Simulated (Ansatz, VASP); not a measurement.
## ScAl2: VASP beside Ansatz

INCAR

```
SYSTEM = ScAl2
PREC = Accurate
ENCUT = 520
EDIFF = 1E-7
ISMEAR = -1
SIGMA = 0.1
LREAL = .False.
LASPH = .True.
NELM = 80
ALGO = Normal
ISIF = 2
LWAVE = .False.
LCHARG = .True.
GGA = PS
LELF = .True.
LVHAR = .True.
NBANDS = 26
```

File KPOINTS:

```
regular mesh
0
Gamma
  8 8 8
  0 0 0
```

Contents of POSCAR:

```
ScAl2
1.0
    0.0000000000      3.7776526849      3.7776526849
    3.7776526849      0.0000000000      3.7776526849
    3.7776526849      3.7776526849      0.0000000000
Sc Al
2 4
Direct
    0.5000000000      0.5000000000      0.5000000000
    0.7500000000      0.7500000000      0.7500000000
    0.1250000000      0.1250000000      0.1250000000
    0.6250000000      0.1250000000      0.1250000000
    0.1250000000      0.6250000000      0.1250000000
    0.1250000000      0.1250000000      0.6250000000
```

Input for Ansatz:

```yaml
crystal:
  lattice:
    - [0.0, 3.7776526849, 3.7776526849]
    - [3.7776526849, 0.0, 3.7776526849]
    - [3.7776526849, 3.7776526849, 0.0]
  atoms:
    - { symbol: Sc, position: [0.5, 0.5, 0.5] }
    - { symbol: Sc, position: [0.75, 0.75, 0.75] }
    - { symbol: Al, position: [0.125, 0.125, 0.125] }
    - { symbol: Al, position: [0.625, 0.125, 0.125] }
    - { symbol: Al, position: [0.125, 0.625, 0.125] }
    - { symbol: Al, position: [0.125, 0.125, 0.625] }
basis:
  ecutwfc: 420
kpoints:
  mp_grid: { grid: [8, 8, 8] }
hamiltonian:
  xc: pbesol
scf:
  occupations: { method: fermi_dirac, width: 0.1 }
output:
  forces: true
  stress: true
  eigenvalues: true
```

Alike in both runs: task single point; functional PBEsol; k mesh 8 × 8 × 8; occupations fermi-dirac, width 0.1 eV; no spin polarisation.

```csv
,VASP,Ansatz
version,VASP 6.6.1,Ansatz 0.2.0
potentials or method,"VASP PAW PBE potentials, release 64 (Sc_sv, Al), cutoff 520 eV","scalar-relativistic, plane waves, PAW"
valence electrons in the cell,34,34
```

```csv
,VASP,Ansatz,Ansatz less VASP
gap on the k mesh at the Fermi level (eV),none,none,-
pressure (GPa),-0.9,-1.0,-0.12
```

VASP's potentials were made for PBE, not for PBEsol. A gap of «none» marks a metal or a gap that the smearing closes. The functional is the same, so the differences come from potentials, cutoffs and numerics.
